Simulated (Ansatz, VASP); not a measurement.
# KMgPd3 in VASP and in Ansatz

File INCAR:

```
PREC = Accurate ; ENCUT = 600
EDIFF = 1E-7 ; ISMEAR = 0
SIGMA = 0.1 ; LREAL = F
LASPH = T ; NELM = 120
ALGO = Normal ; ISIF = 3
LWAVE = F ; LCHARG = F
GGA = PE ; IBRION = 2
NSW = 90 ; EDIFFG = -0.04
GGA_COMPAT = F ; NELMIN = 4
```

KPOINTS

```
Automatic mesh
0
Gamma
  4 4 4
```

POSCAR

```
KMgPd3
1.0
    4.2223014700      0.0000000000      0.0000000000
    0.0000000000      4.2223014700      0.0000000000
    0.0000000000      0.0000000000      5.3409076000
K Mg Pd
1 1 3
Direct
    0.0000000000      0.0000000000      0.9824594300
    0.5000000000      0.5000000000      0.6870401500
    0.0000000000      0.5000000000      0.4995295400
    0.5000000000      0.5000000000      0.0993413100
    0.5000000000      0.0000000000      0.4995295400
```

Input for Ansatz:

```yaml
crystal:
  lattice:
    - [4.22230147, 0.0, 0.0]
    - [0.0, 4.22230147, 0.0]
    - [0.0, 0.0, 5.3409076]
  atoms:
    - { symbol: K, position: [0.0, 0.0, 0.98245943] }
    - { symbol: Mg, position: [0.5, 0.5, 0.68704015] }
    - { symbol: Pd, position: [0.0, 0.5, 0.49952954] }
    - { symbol: Pd, position: [0.5, 0.5, 0.09934131] }
    - { symbol: Pd, position: [0.5, 0.0, 0.49952954] }
basis:
  ecutwfc: 420
kpoints:
  mp_grid: { grid: [4, 4, 4] }
hamiltonian:
  xc: pbe
scf:
  occupations: { method: gaussian, width: 0.1 }
  lower_state_search: "off"
output:
  forces: true
  stress: true
  eigenvalues: true
relax:
  adjacent_minimum: "off"
  f_tol: 0.04
  max_steps: 70
  cell: { stress_tol: 0.4 }
```

Change from the starting cell: species swapped into the NdBPt3 type (P4mm, No. 99).

Alike in both runs: task relaxation of cell and atoms; functional PBE; k mesh 4 × 4 × 4; occupations gaussian, width 0.1 eV; no spin polarisation.

|  | VASP | Ansatz |
| --- | --- | --- |
| version | VASP 6.6.1 | Ansatz 0.2.0 |
| potentials or method | VASP PAW PBE potentials, release 64 (K_sv, Mg, Pd), cutoff 600 eV | scalar-relativistic, plane waves, PAW |
| valence electrons in the cell | 41 | 73 |

```csv
,VASP,Ansatz,Ansatz less VASP
"gap on the k mesh at the Fermi level, each at its own relaxed structure (eV)",none,none,-
relaxed volume (Å³/atom),21.86,21.87,+0.006
relaxed length of the cell vector where the two differ most in proportion (Å),5.636,5.621,-0.0142
```

A gap of «none» marks a metal or a gap that the smearing closes. VASP's potentials hold 41 valence electrons a cell and Ansatz's 73, so a difference there can come from the potentials and not from the codes.

The k mesh is coarse, so the values compare programs but aren't converged.
